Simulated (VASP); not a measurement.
## Ga3Se: single point with PBEsol

Ga3Se:

```
Se Ga
1.0
     4.43246    0.00000    0.00000
     0.00000    4.43246    0.00000
     0.00000    0.00000    4.43246
Se Ga
1 3
Cartesian
  0.0000 0.0000 0.0000
  2.2162 2.2162 0.0000
  2.2162 0.0000 2.2162
  0.0000 2.2162 2.2162
```

| Item | Value |
| --- | --- |
| Program | VASP 6.6.1 |
| Task | single point |
| Functional | PBEsol |
| Potentials or basis | VASP PAW PBE potentials, release 64 (Se, Ga_d) |
| Cutoff | 520 eV |
| k mesh | 6 × 6 × 6 |
| Occupations | fermi-dirac, width 0.05 eV |
| Spin | no spin polarisation |

The pressure is -3.6 GPa.

Levels at points of the mesh, in eV from the Fermi level:
```csv
k point,band 21,band 22,band 23,band 24,band 25,band 26
"(0.00, 0.00, 0.00)",-2.84,-2.84,1.61,1.61,1.61,4.39
"(0.50, 0.00, 0.00)",-2.16,-1.03,-0.27,-0.27,1.15,3.99
"(0.50, 0.50, 0.00)",-0.81,-0.69,-0.69,1.36,1.65,1.65
"(0.50, 0.50, 0.50)",-4.87,-4.87,-3.49,3.97,3.97,3.97
```

Wall time 20 s on 1 thread of Intel(R) Xeon(R) 6975P-C (Granite Rapids), with other jobs on the host, peak memory 0.22 GiB.

Caveat: the PAW data sets were made with another functional, which shifts forces and pressure a little.
